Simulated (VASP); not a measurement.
Write the native input for VASP 6.6.1 that does the following.

| Item | Value |
| --- | --- |
| Task | single point |
| Functional | r2SCAN |
| Potentials or basis | VASP PAW PBE potentials, release 64 (Mg_sv, O) |
| Cutoff | 750 eV |
| k mesh | 10 × 10 × 10 |
| Occupations | gaussian, width 0.01 eV |
| Spin | no spin polarisation |
| Dipole correction | no |
| Mended | yes |
| Further INCAR settings | ALGO = Normal; EDIFF = 1e-06; NBANDS = 15 |

Crystal: MgO.

```
CELL_PARAMETERS angstrom
0.00000 2.10217 2.10217
2.14778 0.00000 2.10217
2.14778 2.10217 0.00000
ATOMIC_POSITIONS crystal
Mg 0.00000 0.00000 0.00000
O 0.50000 0.50000 0.50000
```

This cell differs from its parent crystal: uniaxial x strain +2.2%.

These files were run (other wordings do the same):

POSCAR

```
MgO
1.0
    0.0000000000      2.1021674166      2.1021674166
    2.1477844495      0.0000000000      2.1021674166
    2.1477844495      2.1021674166      0.0000000000
Mg O
1 1
Direct
    0.0000000000      0.0000000000      0.0000000000
    0.5000000000      0.5000000000      0.5000000000
```

INCAR.step1

```
SYSTEM = MgO
ALGO = Normal
EDIFF = 1E-5
ENCUT = 750
GGA = PE
GGA_COMPAT = .False.
ISMEAR = 0
LASPH = .True.
LCHARG = .False.
LREAL = .False.
LWAVE = .True.
NBANDS = 15
NELM = 120
PREC = Accurate
SIGMA = 0.01
```

INCAR.step2

```
SYSTEM = MgO
ALGO = Normal
EDIFF = 1E-6
ENCUT = 750
GGA_COMPAT = .False.
ISIF = 2
ISMEAR = 0
ISTART = 1
LASPH = .True.
LCHARG = .True.
LELF = .True.
LMIXTAU = .True.
LREAL = .False.
LVHAR = .True.
LWAVE = .False.
METAGGA = R2SCAN
NBANDS = 15
NELM = 120
PREC = Accurate
SIGMA = 0.01
```

KPOINTS

```
k-points
0
Gamma
  10 10 10
  0 0 0
```

Potentials or basis: VASP PAW PBE potentials, release 64 (Mg_sv, O).

Launch:

```console
$ cat potpaw_PBE.64/Mg_sv/POTCAR potpaw_PBE.64/O/POTCAR > POTCAR
$ cp INCAR.step1 INCAR
$ mpirun -np 1 vasp_std > vasp.out
$ cp INCAR.step2 INCAR
$ mpirun -np 1 vasp_std > vasp.out
```

It gave:

- Pressure: -3.2 GPa
- Band gap on the k mesh: 5.46 eV

Caveat: the cell differs from its parent crystal (uniaxial x strain +2.2%); the cell stands under tension; the PAW data sets were made with another functional, which shifts forces and pressure a little.

It took 2.8 min on 1 thread of Intel(R) Xeon(R) Platinum 8259CL CPU @ 2.50GHz (Skylake/Cascade Lake), on a shared host, peak memory 0.19 GiB.
